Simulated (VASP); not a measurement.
# Hf16Si16HO64 (a cell with a defect) in VASP: single point with PBE

Aim: the single point of Hf16Si16HO64 (a cell with a defect) with PBE.

Program: VASP 6.6.1. These are calculated values, not measurements. Logs are shortened: lines on timing, memory, paths and dates and some standing lists are left out, and cuts for length are marked.

## Step 1: The cell of the first run

The cell holds a defect, 97 atoms: a = 11.159 Å, b = 11.159 Å, c = 11.159 Å, α = 106.89°, β = 106.89°, γ = 114.77°.

## Step 2: Single point, PBE

File INCAR:

```
PREC     = Accurate       # precision mode
ENCUT    = 520            # plane-wave cutoff, eV
EDIFF    = 1E-6           # SCF threshold, eV
ISMEAR   = -1             # smearing method
SIGMA    = 0.01           # smearing width, eV
LREAL    = Auto         
LASPH    = True           # aspherical terms in the spheres
NELM     = 120            # most SCF steps
ALGO     = Normal         # electronic algorithm
ISIF     = 2              # what is computed and relaxed
LWAVE    = False          # write WAVECAR
LCHARG   = False          # write CHGCAR
GGA      = PE             # functional
NBANDS   = 358            # bands
NELECT   = 608.0        
GGA_COMPAT= False
```

File KPOINTS:

```
Automatic mesh
0
Gamma
  1 1 1
```

File POSCAR:

```
Hf16Si16HO64
1.0
   -6.6465279248      6.6465279248      6.0147349639
    6.6465279248     -6.6465279248      6.0147349639
    6.6465279248      6.6465279248     -6.0147349639
Hf Si O H
16 16 64 1
Direct
    0.0009010513      0.0014380075     -0.0009029031
    0.3747880479      0.1233673582      0.2473820985
   -0.0000281359     -0.0006774859      0.4980184293
    0.3732986152      0.1221630423      0.7481323379
    0.0012539912      0.4995676567     -0.0016044708
    0.3745876858      0.6258619510      0.2458240582
   -0.0005344182      0.4994789494      0.4970744000
    0.3725762810      0.6249185310      0.7460467379
    0.5020106697      0.0002997269     -0.0016387385
    0.8750391077      0.1251239337      0.2493304896
    0.5002613917     -0.0019183447      0.4964504163
    0.8750449124      0.1240458405      0.7474978175
    0.4993662604      0.4982684350     -0.0006166278
    0.8753385499      0.6247250604      0.2484224074
    0.4905775731      0.4978797872      0.4858794537
    0.8845312075      0.6316983984      0.7517765872
    0.1216069178      0.3739702107      0.2455907171
    0.2495218539      0.2497167759     -0.0016366448
    0.1256433575      0.3747822768      0.7481353830
    0.2499552374      0.2498082598      0.4979503313
    0.1250434236      0.8745966713      0.2480148591
    0.2523994520      0.7506983788     -0.0013380317
    0.1267068071      0.8757503533      0.7481566549
    0.2500854759      0.7497817816      0.4971758917
    0.6253801158      0.3742025163      0.2480621816
    0.7502442235      0.2491294662     -0.0023868247
    0.6285737458      0.3701037441      0.7579532214
    0.7495663897      0.2506122042      0.4989681720
    0.6258485080      0.8749464038      0.2477141771
    0.7533824466      0.7506743311     -0.0000745864
    0.6252273676      0.8734050694      0.7468829096
    0.7504243371      0.7479449329      0.4990236297
    0.0673948801      0.1576744489      0.4049835394
    0.0344035416      0.3767995222      0.3402656240
    0.0333845171      0.1920070729      0.1556936874
    0.2518396654      0.1605042277      0.0916005971
    0.3433848979      0.2507650096      0.4078497747
    0.3050249357      0.4649475604      0.3360157981
    0.1220217089      0.4653153307      0.1546788861
    0.3403548060      0.4327539223      0.0897622349
    0.0670517675      0.1592006995      0.9066677795
    0.0358560154      0.3767615589      0.8408993991
    0.0347434610      0.1919516360      0.6558742695
    0.2542014003      0.1619437736      0.5922853952
    0.3394699168      0.2472302421      0.9060424627
    0.3089886048      0.4655110243      0.8388571673
    0.1223766331      0.4664380683      0.6570286821
    0.3364515037      0.4325997927      0.5858845196
    0.0674489346      0.6588353384      0.4055042867
    0.0350836408      0.8760658077      0.3407503888
    0.0337185000      0.6918995765      0.1545033175
    0.2518294841      0.6594988761      0.0900489686
    0.3404512223      0.7471557002      0.4049895769
    0.3077479644      0.9646352328      0.3395930273
    0.1240028431      0.9664225629      0.1569651384
    0.3416095745      0.9326814146      0.0899837258
    0.0700110682      0.6603508770      0.9056717908
    0.0363341986      0.8773694961      0.8404042560
    0.0352778589      0.6927573454      0.6565459014
    0.2512163362      0.6592201460      0.5894799843
    0.3433478809      0.7485103210      0.9073357192
    0.3086026473      0.9646814382      0.8398382136
    0.1246215167      0.9655546262      0.6559589640
    0.3411755985      0.9324217547      0.5893780877
    0.5669865019      0.1581590697      0.4052705554
    0.5356579765      0.3760858146      0.3414015010
    0.5342409329      0.1918839413      0.1553640491
    0.7524482642      0.1598625314      0.0908064789
    0.8421598369      0.2508826460      0.4086668565
    0.8079120723      0.4646813022      0.3396754615
    0.6230079929      0.4656421571      0.1571990116
    0.8389914899      0.4319281858      0.0878698751
    0.5674000610      0.1561248678      0.9038897506
    0.5399647817      0.3728825634      0.8494799810
    0.5348049680      0.1928306705      0.6531963089
    0.7517549108      0.1595286606      0.5903899497
    0.8406428870      0.2481657244      0.9052995543
    0.8093854784      0.4651468681      0.8363441572
    0.6114258681      0.4782831692      0.6793897606
    0.8334472742      0.4329016967      0.5898180221
    0.5672582383      0.6578123304      0.4033385875
    0.5344544829      0.8749356147      0.3390932988
    0.5339355781      0.6925657818      0.1521409221
    0.7512870404      0.6606628659      0.0921999463
    0.8416048830      0.7471632034      0.4075407091
    0.8079908480      0.9651145240      0.3407220005
    0.6250432821      0.9669825016      0.1572200803
    0.8388540188      0.9320010118      0.0893200505
    0.5707724178      0.6484207665      0.8922050326
    0.5350013635      0.8737417860      0.8395972563
    0.5338929538      0.6903135426      0.6527193652
    0.7478746190      0.6547135430      0.5898992179
    0.8454610241      0.7489429896      0.9088510315
    0.8076394208      0.9635235482      0.8394585701
    0.6234525129      0.9645475250      0.6554207871
    0.8406890088      0.9306352012      0.5908707944
    0.5950529779      0.5456236836      0.7454113581
```

Potentials or basis: VASP PAW PBE potentials, release 64 (Hf_pv, Si, O, H).

On the command line:

```bash
$ cat potpaw_PBE.64/Hf_pv/POTCAR potpaw_PBE.64/Si/POTCAR potpaw_PBE.64/O/POTCAR potpaw_PBE.64/H/POTCAR > POTCAR
$ mpirun -np 1 vasp_gam > vasp.out
```

OUTCAR:

```text
PREC = Accurate
   ENCUT = 520
   EDIFF = 1E-6
   ISMEAR = -1
   LREAL = Auto
   LASPH = True
   NELM = 120
   ISIF = 2
   GGA = PE
   NELECT = 608.0

 ion  position               nearest neighbor table
   1  0.001  0.001  0.999-  35 2.13  94 2.14  55 2.14  58 2.16  41 2.26  36 2.27  93 2.28  88 2.28
                            18 2.99  30 3.00  16 3.62   2 3.64  12 3.64  10 3.65
   2  0.375  0.123  0.247-  56 2.13  65 2.14  36 2.14  37 2.16  55 2.27  54 2.27  67 2.28  66 2.28
                            21 3.00  25 3.01  15 3.64   1 3.64  11 3.64   9 3.65
   3  1.000  0.999  0.498-  86 2.13  50 2.14  43 2.14  63 2.14  33 2.27  85 2.28  96 2.28  44 2.30
                            20 3.01  32 3.02   4 3.64  12 3.64  10 3.64  14 3.64
   4  0.373  0.122  0.748-  64 2.14  44 2.14  45 2.14  73 2.14  63 2.25  62 2.25  74 2.27  75 2.32
                            23 2.97  27 2.97   9 3.64   3 3.64  13 3.66  11 3.68
   5  0.001  0.500  0.998-  39 2.11  42 2.13  51 2.14  78 2.16  52 2.27  77 2.27  72 2.28  57 2.29
                            26 3.01  22 3.02   6 3.62  16 3.65  12 3.65  14 3.66
   6  0.375  0.626  0.246-  52 2.11  53 2.14  40 2.14  81 2.15  82 2.25  38 2.28  83 2.29  39 2.29
                            29 3.00  17 3.04  15 3.56   5 3.62  11 3.62  13 3.62
   7  0.999  0.499  0.497-  70 2.13  34 2.13  47 2.14  59 2.15  69 2.25  49 2.27  60 2.28  80 2.34
                            28 3.01  24 3.01   8 3.63  16 3.63  14 3.64  10 3.64
   8  0.373  0.625  0.746-  60 2.12  61 2.13  48 2.14  89 2.19  90 2.25  47 2.27  46 2.28  91 2.30
                            19 3.00  31 3.01   7 3.63   9 3.64  15 3.68  13 3.70
   9  0.502  0.000  0.998-  87 2.14  67 2.14  62 2.14  90 2.15  73 2.26  68 2.27  61 2.28  56 2.28
[... 75 lines left out ...]
  77  0.841  0.248  0.905-  26 1.64  12 2.14   5 2.27
  78  0.809  0.465  0.836-  27 1.61   5 2.16  16 2.28
  79  0.611  0.478  0.679-  97 1.01  27 1.72  15 2.31  16 2.50
  80  0.833  0.433  0.590-  28 1.64  16 2.13   7 2.34
  81  0.567  0.658  0.403-  32 1.65   6 2.15  15 2.21
  82  0.534  0.875  0.339-  29 1.64  11 2.13   6 2.25
  83  0.534  0.693  0.152-  29 1.64  13 2.13   6 2.29
  84  0.751  0.661  0.092-  30 1.63  14 2.14  13 2.28
  85  0.842  0.747  0.408-  32 1.64  14 2.14   3 2.28
[... 9 lines left out ...]
  95  0.623  0.965  0.655-  31 1.64  11 2.14  12 2.28
  96  0.841  0.931  0.591-  32 1.64  12 2.14   3 2.28
  97  0.595  0.546  0.745-  79 1.01

  LATTYP: Found a body centered tetragonal cell.
 ALAT       =    13.2930558496
 C/A-ratio  =     0.9049439094

  Lattice vectors:

 A1 = (  -6.6465279248,   6.6465279248,   6.0147349639)
 A2 = (   6.6465279248,  -6.6465279248,   6.0147349639)
 A3 = (   6.6465279248,   6.6465279248,  -6.0147349639)

Analysis of symmetry for initial positions (statically):
=====================================================================
 Subroutine PRICEL returns:
 Original cell was already a primitive cell.

 Routine SETGRP: Setting up the symmetry group for a
 body centered tetragonal supercell.

 Subroutine GETGRP returns: Found  1 space group operations
 (whereof  1 operations were pure point group operations)
 out of a pool of 16 trial point group operations.

The static configuration has the point symmetry C_1 .
[... 265 lines left out ...]
   dimension x,y,z NGXF=   168 NGYF=  168 NGZF=  168
   ions per type =              16  16  64   1
   NGX,Y,Z   is equivalent  to a cutoff of  12.51, 12.51, 12.51 a.u.
   NGXF,Y,Z  is equivalent  to a cutoff of  25.03, 25.03, 25.03 a.u.
 SYSTEM =  unknown system
   PREC   = accura    normal or accurate (medium, high low for compatibility)
   ISTART =      0    job   : 0-new  1-cont  2-samecut
   ICHARG =      2    charge: 1-file 2-atom 10-const
   ISPIN  =      1    spin polarized calculation?
   LNONCOLLINEAR =      F non collinear calculations
   LSORBIT =      F    spin-orbit coupling
   LASPH  =      T    aspherical Exc in radial PAW
   ENCUT  =  520.0 eV  38.22 Ry    6.18 a.u.  20.75 20.75 20.75*2*pi/ulx,y,z
   NELM   =    120;   NELMIN=  2; NELMDL= -5     # of ELM steps
   EDIFF  = 0.1E-05   stopping-criterion for ELM
   LREAL  =      T    real-space projection
   EDIFFG = 0.1E-04   stopping-criterion for IOM
   NSW    =      0    number of steps for IOM
   IBRION =     -1    ionic relax: 0-MD 1-quasi-New 2-CG
   NFREE  =      0    steps in history (QN), initial steepest desc. (CG)
   ISIF   =      2    stress and relaxation
   ISYM   =      2    0-nonsym 1-usesym 2-fastsym
   POTIM  = 0.5000    time-step for ionic-motion
   TEBEG  =    0.0;   TEEND  =   0.0 temperature during run
   PSTRESS=    0.0 pullay stress
   NELECT =     608.0000    total number of electrons
   NUPDOWN=      -1.0000    fix difference up-down
   EMIN   =  10.00;   EMAX   =-10.00  energy-range for DOS
   EFERMI =   0.00;   METHOD = LEGACY
   ISMEAR =    -1;   SIGMA  =   0.01  broadening in eV -4-tet -1-fermi 0-gaus
   EFERMI_NEDOS =   21; number of points for ismear=-14 and -15
   IALGO  =     38    algorithm
   IMIX   =      4    mixing-type and parameters
     AMIX     =   0.40;   BMIX     =  1.00
     AMIX_MAG =   1.60;   BMIX_MAG =  1.00
  volume/ion in A,a.u.               =      10.96        73.94
  Fermi-wavevector in a.u.,A,eV,Ry     =   1.359004  2.568145 25.128478  1.846891
  Thomas-Fermi vector in A             =   2.485789
   LORBIT       =      0    0 simple, 1 ext, 2 COOP (PROOUT), +10 PAW based schemes
   GGA     = PE    functional components
   LHFCALC =     F    Hartree Fock is set to
   AEXX    =    0.0000 exact exchange contribution
   IVDW    =     0    specifies the selected vdW correction
   LEPSILON=     F    determine dielectric tensor
   LRPA    =     F    only Hartree local field effects (RPA)
 non-spin polarized calculation
  energy-cutoff  :      520.00
  volume of cell :     1062.84
 maximum number of plane-waves:     14334
 NGX is ok and might be reduce to    84
   NGX = 41   NGY = 41   NGZ = 41

 number of electron     608.0000005 magnetization

 Free energy of the ion-electron system (eV)
  ---------------------------------------------------
  ext. energy  EPLUGINS =         0.00000000
  ---------------------------------------------------
  free energy    TOTEN  =      -877.07559665 eV

  energy without entropy =     -877.07559665  energy(sigma->0) =     -877.07559665

 E-fermi :   3.4097     XC(G=0): -10.9349

 val. band max:        3.0799106214   @ k =   0.0000   0.0000   0.0000
 cond. band min:       8.2894876498   @ k =   0.0000   0.0000   0.0000
 fundamental gap:      5.2095770284
 Fermi energy:         3.4096726675

 k-point     1 :       0.0000    0.0000    0.0000
  band No.  band energies     occupation
      1     -26.5955      2.00000
      2     -26.5418      2.00000
      3     -26.4829      2.00000
      4     -26.4760      2.00000
      5     -26.4711      2.00000
      6     -26.4495      2.00000
[... 308 lines left out ...]
    315       8.7065      0.00000
    316       8.7574      0.00000
 [bands above 316 left out]

------------------------ aborting loop because EDIFF is reached ----------------------------------------

  FORCE on cell =-STRESS in cart. coord.  units (eV):
  Direction    XX          YY          ZZ          XY          YZ          ZX
  --------------------------------------------------------------------------------------
  -------------------------------------------------------------------------------------
  Total      -21.5050463    -15.7152892    -14.4976923      0.4327966      0.5096945     -0.2601714
  in kB      -32.4178949    -23.6900952    -21.8546223      0.6524215      0.7683416     -0.3921967
  external PRESSURE =     -25.9875375 kB  Pullay stress =       0.0000000 kB

 VOLUME and BASIS-vectors are now :
 -----------------------------------------------------------------------------
  energy-cutoff  :      520.00
  volume of cell :     1062.84
      direct lattice vectors                 reciprocal lattice vectors
    -6.646527925  6.646527925  6.014734964     0.000000000  0.075227247  0.083129182
     6.646527925 -6.646527925  6.014734964     0.075227247  0.000000000  0.083129182
     6.646527925  6.646527925 -6.014734964     0.075227247  0.075227247  0.000000000

 POSITION                                       TOTAL-FORCE (eV/Angst)
 -----------------------------------------------------------------------------------
      6.64410      6.63696     -5.99524         0.005700     -0.001747      0.006896
     -0.02684      3.31531      1.50833        -0.008125      0.001432     -0.000745
      3.30578      3.31441      9.02978         0.001010     -0.003262     -0.003228
      3.30330      6.64166     -1.51975         0.005585      0.000166     -0.018241
      9.94792      3.32381     -2.99278        -0.004627      0.017770      0.000449
      3.30398     -0.03622      4.53887         0.004858     -0.006327     -0.001214
[... 89 lines left out ...]
      4.52507      3.32941      7.10011         0.129823      0.000671      0.132960
      4.62586      5.28293      2.37742         0.082174     -0.032720      0.005208
 -----------------------------------------------------------------------------------
    total drift:                                0.025404      0.046246     -0.041538

  FREE ENERGIE OF THE ION-ELECTRON SYSTEM (eV)
  ---------------------------------------------------
  free  energy   TOTEN  =      -877.0755966475 eV

  energy  without entropy=     -877.0755966475  energy(sigma->0) =     -877.07559665
```

Run time: 29 min. Hardware: 1 thread of AMD EPYC 7R13, shared host; peak memory 1.2 GiB.

What came out:

```
Free energy   : -877.0756 eV
Largest force : 0.198 eV/Å
```

Forces on the atoms (eV/Å):
```
Hf   0.006 -0.002  0.007
Hf  -0.008  0.001 -0.001
Hf   0.001 -0.003 -0.003
Hf   0.006  0.000 -0.018
Hf  -0.005  0.018  0.000
Hf   0.005 -0.006 -0.001
Hf  -0.015 -0.003  0.011
Hf   0.000 -0.026 -0.004
Hf   0.007 -0.001  0.001
Hf  -0.007 -0.004 -0.002
Hf  -0.001 -0.003  0.002
Hf  -0.001  0.001  0.002
Hf  -0.001  0.023 -0.018
Hf   0.007  0.001 -0.001
Hf  -0.004 -0.067  0.010
Hf  -0.006  0.038  0.054
Si   0.002  0.011  0.009
Si   0.002 -0.002  0.003
Si  -0.001 -0.001 -0.003
Si  -0.005 -0.005 -0.001
Si   0.001  0.000 -0.004
Si   0.001  0.000 -0.003
Si  -0.001 -0.001 -0.007
Si  -0.001  0.000 -0.002
Si   0.003  0.000 -0.002
Si  -0.001  0.000 -0.001
Si  -0.019 -0.022  0.018
Si   0.000 -0.002  0.006
Si   0.000  0.001 -0.007
Si   0.005  0.004  0.005
Si   0.002  0.000 -0.002
Si  -0.003 -0.003 -0.002
O    0.002 -0.124 -0.131
O    0.136 -0.001 -0.133
O   -0.132  0.000 -0.132
O   -0.001  0.125 -0.133
O   -0.113 -0.007  0.137
O   -0.001  0.143  0.131
O   -0.002 -0.138  0.127
O    0.119 -0.002  0.138
O   -0.002 -0.121 -0.135
O    0.135  0.000 -0.128
O   -0.129  0.001 -0.132
O   -0.002  0.129 -0.127
O   -0.122  0.000  0.134
O    0.002  0.120  0.130
O   -0.003 -0.122  0.131
O    0.128  0.003  0.125
O   -0.003 -0.123 -0.132
O    0.129 -0.001 -0.132
O   -0.128  0.000 -0.129
O   -0.002  0.132 -0.133
O   -0.123 -0.005  0.138
O   -0.003  0.124  0.133
O   -0.001 -0.121  0.130
O    0.131  0.000  0.132
O    0.001 -0.141 -0.126
O    0.113  0.000 -0.145
O   -0.112  0.000 -0.145
O    0.000  0.133 -0.130
O   -0.131 -0.003  0.134
O    0.001  0.121  0.138
O    0.001 -0.120  0.139
O    0.127  0.000  0.129
O   -0.003 -0.124 -0.131
O    0.136 -0.014 -0.128
O   -0.128  0.003 -0.131
O   -0.002  0.122 -0.134
O   -0.117 -0.001  0.136
O    0.001  0.128  0.132
O    0.000 -0.132  0.129
O    0.122  0.003  0.131
O    0.004 -0.122 -0.132
O    0.135 -0.018 -0.135
O   -0.148  0.000 -0.132
O   -0.004  0.126 -0.130
O   -0.124 -0.003  0.135
O    0.002  0.125  0.143
O   -0.074 -0.044  0.058
O    0.133  0.009  0.121
O   -0.001 -0.109 -0.145
O    0.124 -0.001 -0.137
O   -0.131  0.002 -0.132
O   -0.002  0.125 -0.132
O   -0.123  0.000  0.133
O    0.000  0.128  0.132
O    0.000 -0.121  0.137
O    0.127  0.000  0.129
O    0.009 -0.118 -0.115
O    0.117 -0.001 -0.136
O   -0.124 -0.004 -0.123
O    0.002  0.121 -0.118
O   -0.127 -0.003  0.131
O    0.002  0.127  0.128
O    0.000 -0.127  0.128
O    0.130  0.001  0.133
H    0.082 -0.033  0.005
```

Caveat: the k points lie up to 0.70 Å⁻¹ apart; the cell carries a net charge on a neutralising background, which shifts energy and pressure; the cell is charged against a uniform background, so pressure and absolute levels hang on convention; spin-orbit coupling is left out, which moves the levels of the heavy elements.
